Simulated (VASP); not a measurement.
Input of a VASP 6.6.1 run:

The input POSCAR:

```
LuSe
1.0
    0.0000000000      2.8032709035      2.8032709035
    2.8032709035      0.0000000000      2.8032709035
    2.8032709035      2.8032709035      0.0000000000
Lu Se
1 1
Direct
    0.0000000000      0.0000000000      0.0000000000
    0.5000000000      0.5000000000      0.5000000000
```

Contents of INCAR.step1:

```
SYSTEM = LuSe
  PREC = Accurate
  ENCUT = 520
  ISMEAR = 0
  SIGMA = 0.1
  LREAL = .FALSE.
  LASPH = .TRUE.
  NELM = 100
  NBANDS = 22
  GGA = PE
  ALGO = Normal
  EDIFF = 1E-4
  LWAVE = .TRUE.
  LCHARG = .FALSE.
```

File INCAR.step2:

```
SYSTEM = LuSe
  PREC = Accurate
  ENCUT = 520
  EDIFF = 1E-7
  ISMEAR = 0
  SIGMA = 0.1
  LREAL = .FALSE.
  LASPH = .TRUE.
  NELM = 100
  ALGO = Normal
  ISIF = 2
  LWAVE = .FALSE.
  LCHARG = .FALSE.
  METAGGA = R2SCAN
  LMIXTAU = .TRUE.
  NBANDS = 22
  ISTART = 1
```

The input KPOINTS:

```
Automatic mesh
0
G
  14 14 14
  0 0 0
```

Potentials or basis: VASP PAW PBE potentials, release 64 (Lu, Se).

Run with:

```sh
$ cat potpaw_PBE.64/Lu/POTCAR potpaw_PBE.64/Se/POTCAR > POTCAR
$ cp INCAR.step1 INCAR
$ mpirun -np 1 vasp_std > vasp.out
$ cp INCAR.step2 INCAR
$ mpirun -np 1 vasp_std > vasp.out
```

(1) What does it give for the pressure?

Results:

(1) 0.5 GPa.

Caveat: the PAW data sets were made with another functional, which shifts forces and pressure a little.
